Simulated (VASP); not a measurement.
# SnSe (Pnma) in VASP: band structure with LDA

Aim: the band structure of SnSe with LDA.

Program: VASP 6.6.1. These are calculated values, not measurements. Logs are shortened: lines on timing, memory, paths and dates and some standing lists are left out, and cuts for length are marked.

## 1. The cell of the first run

Symmetry: Pnma, No. 62, orthorhombic system. Conventional cell: a = 11.420 Å, b = 4.190 Å, c = 4.460 Å, α = 90.00°, β = 90.00°, γ = 90.00°. Sn (site symmetry m) has 6 Se at 2.69 to 3.51 Å and 2 Sn at 3.60 Å within 3.6 Å. Within 3.6 Å of Se (site symmetry m) lie 6 Sn at 2.69 to 3.51 Å.

## 2. Band structure, LDA, non-collinear spin, zero start, spin-orbit coupling

Contents of POSCAR:

```
SnSe
1.0
   11.4200000000      0.0000000000      0.0000000000
    0.0000000000      4.1900000000      0.0000000000
    0.0000000000      0.0000000000      4.4600000000
Sn Se
4 4
Direct
    0.8770000000      0.7500000000      0.9090000000
    0.6230000000      0.2500000000      0.4090000000
    0.3770000000      0.7500000000      0.5910000000
    0.1230000000      0.2500000000      0.0910000000
    0.6430000000      0.7500000000      0.9840000000
    0.8570000000      0.2500000000      0.4840000000
    0.1430000000      0.7500000000      0.5160000000
    0.3570000000      0.2500000000      0.0160000000
```

Contents of INCAR.step1:

```
SYSTEM = SnSe
GGA = CA
LSORBIT = .TRUE.
MAGMOM = 0 0 0 0 0 0 0 0 0 0 0 0 0 0 0 0 0 0 0 0 0 0 0 0
LORBIT = 11
ISMEAR = 0
SIGMA = 0.03
LWAVE = .FALSE.
LCHARG = .TRUE.
NBANDS = 116
PREC = Accurate
LASPH = .TRUE.
LREAL = .FALSE.
ALGO = Normal
EDIFF = 1E-7
NELM = 200
GGA_COMPAT = .FALSE.
ENCUT = 480
EFERMI = MIDGAP
KPAR = 8
```

Contents of KPOINTS.step1:

```
Automatic mesh
0
Gamma
  3 7 6
  0 0 0
```

Contents of INCAR.step2:

```
SYSTEM = SnSe
GGA = CA
LSORBIT = .TRUE.
MAGMOM = 0 0 0 0 0 0 0 0 0 0 0 0 0 0 0 0 0 0 0 0 0 0 0 0
LORBIT = 11
ISMEAR = 0
SIGMA = 0.03
LWAVE = .FALSE.
LCHARG = .FALSE.
NBANDS = 116
PREC = Accurate
LASPH = .TRUE.
LREAL = .FALSE.
ALGO = Normal
EDIFF = 1E-7
NELM = 200
GGA_COMPAT = .FALSE.
ENCUT = 480
EFERMI = MIDGAP
ICHARG = 11
KPAR = 8
```

Contents of KPOINTS.step2:

```
path GXSYGZURTZ,YT,UX,SR
32
line-mode
reciprocal
 0.0000000000  0.0000000000  0.0000000000  G
 0.0000000000  0.5000000000  0.0000000000  X

 0.0000000000  0.5000000000  0.0000000000  X
 0.0000000000  0.5000000000  0.5000000000  S

 0.0000000000  0.5000000000  0.5000000000  S
 0.0000000000  0.0000000000  0.5000000000  Y

 0.0000000000  0.0000000000  0.5000000000  Y
 0.0000000000  0.0000000000  0.0000000000  G

 0.0000000000  0.0000000000  0.0000000000  G
 0.5000000000  0.0000000000  0.0000000000  Z

 0.5000000000  0.0000000000  0.0000000000  Z
 0.5000000000  0.5000000000  0.0000000000  U

 0.5000000000  0.5000000000  0.0000000000  U
 0.5000000000  0.5000000000  0.5000000000  R

 0.5000000000  0.5000000000  0.5000000000  R
 0.5000000000  0.0000000000  0.5000000000  T

 0.5000000000  0.0000000000  0.5000000000  T
 0.5000000000  0.0000000000  0.0000000000  Z

 0.0000000000  0.0000000000  0.5000000000  Y
 0.5000000000  0.0000000000  0.5000000000  T

 0.5000000000  0.5000000000  0.0000000000  U
 0.0000000000  0.5000000000  0.0000000000  X

 0.0000000000  0.5000000000  0.5000000000  S
 0.5000000000  0.5000000000  0.5000000000  R
```

Potentials or basis: VASP PAW LDA potentials, release 64 (Sn_d, Se).

On the command line:

```console
cat potpaw_LDA.64/Sn_d/POTCAR potpaw_LDA.64/Se/POTCAR > POTCAR
cp INCAR.step1 INCAR
cp KPOINTS.step1 KPOINTS
mpirun -np 8 vasp_ncl > vasp.out
cp INCAR.step2 INCAR
cp KPOINTS.step2 KPOINTS
mpirun -np 8 vasp_ncl > vasp.out
```

OUTCAR:

```text
SYSTEM = SnSe
   GGA = CA
   LSORBIT = .TRUE.
   LORBIT = 11
   ISMEAR = 0
   PREC = Accurate
   LASPH = .TRUE.
   LREAL = .FALSE.
   EDIFF = 1E-7
   NELM = 200
   ENCUT = 480
   EFERMI = MIDGAP
   ICHARG = 11

 ion  position               nearest neighbor table
   1  0.877  0.750  0.909-   5 2.69   6 2.83   6 2.83   4 3.60   4 3.60
   2  0.623  0.250  0.409-   6 2.69   5 2.83   5 2.83   3 3.60   3 3.60
   3  0.377  0.750  0.591-   7 2.69   8 2.83   8 2.83   2 3.60   2 3.60
   4  0.123  0.250  0.091-   8 2.69   7 2.83   7 2.83   1 3.60   1 3.60
   5  0.643  0.750  0.984-   1 2.69   2 2.83   2 2.83
   6  0.857  0.250  0.484-   2 2.69   1 2.83   1 2.83
   7  0.143  0.750  0.516-   3 2.69   4 2.83   4 2.83
   8  0.357  0.250  0.016-   4 2.69   3 2.83   3 2.83

  LATTYP: Found a simple orthorhombic cell.
 ALAT       =     4.1900000000
 B/A-ratio  =     1.0644391408
 C/A-ratio  =     2.7255369928

  Lattice vectors:

 A1 = (   0.0000000000,   4.1900000000,   0.0000000000)
 A2 = (   0.0000000000,   0.0000000000,   4.4600000000)
 A3 = (  11.4200000000,   0.0000000000,   0.0000000000)

Analysis of symmetry for initial positions (statically):
=====================================================================
 Subroutine PRICEL returns:
 Original cell was already a primitive cell.

 Routine SETGRP: Setting up the symmetry group for a
 simple orthorhombic supercell.

 Subroutine GETGRP returns: Found  8 space group operations
 (whereof  2 operations were pure point group operations)
 out of a pool of  8 trial point group operations.

The static configuration has the point symmetry S_2 .
 The point group associated with its full space group is D_2h.

Analysis of symmetry for dynamics (positions and initial velocities):
=====================================================================
 Subroutine PRICEL returns:
 Original cell was already a primitive cell.

 Routine SETGRP: Setting up the symmetry group for a
 simple orthorhombic supercell.

 Subroutine GETGRP returns: Found  8 space group operations
 (whereof  2 operations were pure point group operations)
 out of a pool of  8 trial point group operations.

The dynamic configuration has the point symmetry S_2 .
 The point group associated with its full space group is D_2h.

Analysis of structural, dynamic, and magnetic symmetry:
=====================================================================
 Subroutine PRICEL returns:
 Original cell was already a primitive cell.

 Routine SETGRP: Setting up the symmetry group for a
 simple orthorhombic supercell.

 Subroutine GETGRP returns: Found  8 space group operations
 (whereof  2 operations were pure point group operations)
 out of a pool of  8 trial point group operations.

The overall configuration has the point symmetry S_2 .
 The point group associated with its full space group is D_2h.

 Subroutine INISYM returns: Found  8 space group operations
 (whereof  2 operations are pure point group operations),
 and found     1 'primitive' translations

----------------------------------------------------------------------------------------

                                     Primitive cell

  volume of cell :     213.4101

  direct lattice vectors                    reciprocal lattice vectors
    11.420000000  0.000000000  0.000000000     0.087565674  0.000000000  0.000000000
     0.000000000  4.190000000  0.000000000     0.000000000  0.238663484  0.000000000
     0.000000000  0.000000000  4.460000000     0.000000000  0.000000000  0.224215247

  length of vectors
    11.420000000  4.190000000  4.460000000     0.087565674  0.238663484  0.224215247

  position of ions in fractional coordinates (direct lattice)
     0.877000000  0.750000000  0.909000000
     0.623000000  0.250000000  0.409000000
     0.377000000  0.750000000  0.591000000
     0.123000000  0.250000000  0.091000000
     0.643000000  0.750000000  0.984000000
     0.857000000  0.250000000  0.484000000
     0.143000000  0.750000000  0.516000000
     0.357000000  0.250000000  0.016000000

  ion indices of the primitive-cell ions
   primitive index   ion index
[... 107 lines left out ...]
   LEPSILON=     F    determine dielectric tensor
   LRPA    =     F    only Hartree local field effects (RPA)

   CSHIFT  =0.1000    complex shift for real part using Kramers Kronig

   OMEGAMAX=  -1.0    maximum frequency
 Gauss-broadening in eV      SIGMA  =   0.03
  energy-cutoff  :      480.00
  volume of cell :      213.41
 maximum number of plane-waves:     10312
 NGX is ok and might be reduce to    84

 number of electron      79.9999981 magnetization       0.0000000     -0.0000000      0.0000000

 Free energy of the ion-electron system (eV)
  ---------------------------------------------------
  ext. energy  EPLUGINS =         0.00000000
  ---------------------------------------------------
  free energy    TOTEN  =       -37.74632260 eV

  energy without entropy =      -37.74632260  energy(sigma->0) =      -37.74632260

 E-fermi :   5.5471     XC(G=0):  -9.9837

 val. band max:        5.3319154904   @ k =   0.0000   0.0000   0.3387
 cond. band min:       5.7623156950   @ k =   0.0000   0.3226   0.0000
 fundamental gap:      0.4304002046
 Fermi energy:         5.5471155927

 k-point     1 :       0.0000    0.0000    0.0000
  band No.  band energies     occupation
      1     -16.5202      1.00000
      2     -16.5202      1.00000
      3     -16.5186      1.00000
      4     -16.5186      1.00000
      5     -16.5172      1.00000
      6     -16.5172      1.00000
[... 2269 lines left out ...]
     91       7.4780      0.00000
     92       7.4780      0.00000

 [... further k-points ...]

 [bands above 92 left out]

------------------------ aborting loop because EDIFF is reached ----------------------------------------

  FORCE on cell =-STRESS in cart. coord.  units (eV):
  Direction    XX          YY          ZZ          XY          YZ          ZX
  --------------------------------------------------------------------------------------
  -------------------------------------------------------------------------------------
  Total       -4.4656668     -1.7418837     -3.4641076      0.0000000      0.0000000      0.0000000
  in kB      -33.5260130    -13.0771999    -26.0068029      0.0000000      0.0000000      0.0000000
  external PRESSURE =     -24.2033386 kB  Pullay stress =       0.0000000 kB

 VOLUME and BASIS-vectors are now :
 -----------------------------------------------------------------------------
  energy-cutoff  :      480.00
  volume of cell :      213.41
      direct lattice vectors                 reciprocal lattice vectors
    11.420000000  0.000000000  0.000000000     0.087565674  0.000000000  0.000000000
     0.000000000  4.190000000  0.000000000     0.000000000  0.238663484  0.000000000
     0.000000000  0.000000000  4.460000000     0.000000000  0.000000000  0.224215247

 POSITION                                       TOTAL-FORCE (eV/Angst)
 -----------------------------------------------------------------------------------
     10.01534      3.14250      4.05414         0.013826     -0.000000     -0.282434
      7.11466      1.04750      1.82414        -0.013826     -0.000000     -0.282434
      4.30534      3.14250      2.63586         0.013826      0.000000      0.282434
      1.40466      1.04750      0.40586        -0.013826      0.000000      0.282434
      7.34306      3.14250      4.38864         0.064680     -0.000000      0.287062
      9.78694      1.04750      2.15864        -0.064680     -0.000000      0.287062
      1.63306      3.14250      2.30136         0.064680      0.000000     -0.287062
      4.07694      1.04750      0.07136        -0.064680      0.000000     -0.287062
 -----------------------------------------------------------------------------------
    total drift:                                0.000000      0.000000      0.000000

  FREE ENERGIE OF THE ION-ELECTRON SYSTEM (eV)
  ---------------------------------------------------
  free  energy   TOTEN  =       -37.7463226036 eV

  energy  without entropy=      -37.7463226036  energy(sigma->0) =      -37.74632260

 Spin-Orbit-Coupling matrix elements

 Ion:    1  E_soc:     -0.0938216
 l=   1
     0.0000000    -0.0083564    -0.0096593
    -0.0083564     0.0000000    -0.0098918
    -0.0096593    -0.0098918     0.0000000
 l=   2
     0.0000000    -0.0012626     0.0000000    -0.0012670    -0.0050617
    -0.0012626     0.0000000    -0.0037970    -0.0012684    -0.0012840
     0.0000000    -0.0037970     0.0000000    -0.0038043     0.0000000
    -0.0012670    -0.0012684    -0.0038043     0.0000000    -0.0012581
    -0.0050617    -0.0012840     0.0000000    -0.0012581     0.0000000
 l=   3
     0.0000000     0.0000000     0.0000000     0.0000000     0.0000000     0.0000000     0.0000000
     0.0000000     0.0000000     0.0000000     0.0000000     0.0000000     0.0000000     0.0000000
     0.0000000     0.0000000     0.0000000     0.0000000     0.0000000     0.0000000     0.0000000
     0.0000000     0.0000000     0.0000000     0.0000000     0.0000000     0.0000000     0.0000000
[... 129 lines left out ...]
 l=   2
     0.0000000     0.0000020     0.0000000    -0.0000011     0.0000029
     0.0000020     0.0000000     0.0000033     0.0000023     0.0000012
     0.0000000     0.0000033     0.0000000    -0.0000001     0.0000000
    -0.0000011     0.0000023    -0.0000001     0.0000000     0.0000041
     0.0000029     0.0000012     0.0000000     0.0000041     0.0000000
 l=   3
     0.0000000     0.0000000     0.0000000     0.0000000     0.0000000     0.0000000     0.0000000
     0.0000000     0.0000000     0.0000000     0.0000000     0.0000000     0.0000000     0.0000000
     0.0000000     0.0000000     0.0000000     0.0000000     0.0000000     0.0000000     0.0000000
     0.0000000     0.0000000     0.0000000     0.0000000     0.0000000     0.0000000     0.0000000
     0.0000000     0.0000000     0.0000000     0.0000000     0.0000000     0.0000000     0.0000000
     0.0000000     0.0000000     0.0000000     0.0000000     0.0000000     0.0000000     0.0000000
     0.0000000     0.0000000     0.0000000     0.0000000     0.0000000     0.0000000     0.0000000

 total charge

# of ion       s       p       d       tot
------------------------------------------
    1        1.345   0.763   9.995  12.103
    2        1.345   0.763   9.995  12.103
    3        1.345   0.763   9.995  12.103
    4        1.345   0.763   9.995  12.103
    5        1.483   2.325   0.025   3.833
    6        1.483   2.325   0.025   3.833
    7        1.483   2.325   0.025   3.833
    8        1.483   2.325   0.025   3.833
--------------------------------------------------
tot         11.314  12.352  40.080  63.746

 magnetization (x)

# of ion       s       p       d       tot
------------------------------------------
    1        0.000   0.000   0.000   0.000
    2        0.000   0.000   0.000   0.000
    3        0.000   0.000   0.000   0.000
    4        0.000   0.000   0.000   0.000
    5        0.000   0.000   0.000   0.000
    6        0.000   0.000   0.000   0.000
    7        0.000   0.000   0.000   0.000
    8        0.000   0.000   0.000   0.000
--------------------------------------------------
tot          0.000   0.000   0.000   0.000

 magnetization (y)

# of ion       s       p       d       tot
------------------------------------------
    1        0.000  -0.000   0.000  -0.000
    2       -0.000   0.000  -0.000   0.000
    3       -0.000   0.000  -0.000   0.000
    4        0.000  -0.000   0.000  -0.000
    5        0.000   0.000   0.000   0.000
    6       -0.000  -0.000  -0.000  -0.000
    7       -0.000  -0.000  -0.000  -0.000
    8        0.000   0.000   0.000   0.000
--------------------------------------------------
tot         -0.000  -0.000  -0.000  -0.000

 magnetization (z)

# of ion       s       p       d       tot
------------------------------------------
    1        0.000   0.000   0.000   0.000
    2        0.000   0.000   0.000   0.000
    3        0.000   0.000   0.000   0.000
    4        0.000   0.000   0.000   0.000
    5        0.000   0.000   0.000   0.000
    6        0.000   0.000   0.000   0.000
    7        0.000   0.000   0.000   0.000
    8        0.000   0.000   0.000   0.000
--------------------------------------------------
tot          0.000   0.000   0.000   0.000
```

It took 25 min on 8 MPI ranks of Intel Xeon Platinum 8488C (Sapphire Rapids), shared host; peak memory 7.9 GiB.

What came out:

```yaml
Net_moment: 0.00 μB per cell
```

Moments on the atoms (μB; x, y, z):
```
Sn  0.00 0.00 0.00
Sn  0.00 0.00 0.00
Sn  0.00 0.00 0.00
Sn  0.00 0.00 0.00
Se  0.00 0.00 0.00
Se  0.00 0.00 0.00
Se  0.00 0.00 0.00
Se  0.00 0.00 0.00
```

Caveat: the log is that of the step along the path at fixed density, whose energy, stress, charges and moments have no meaning.
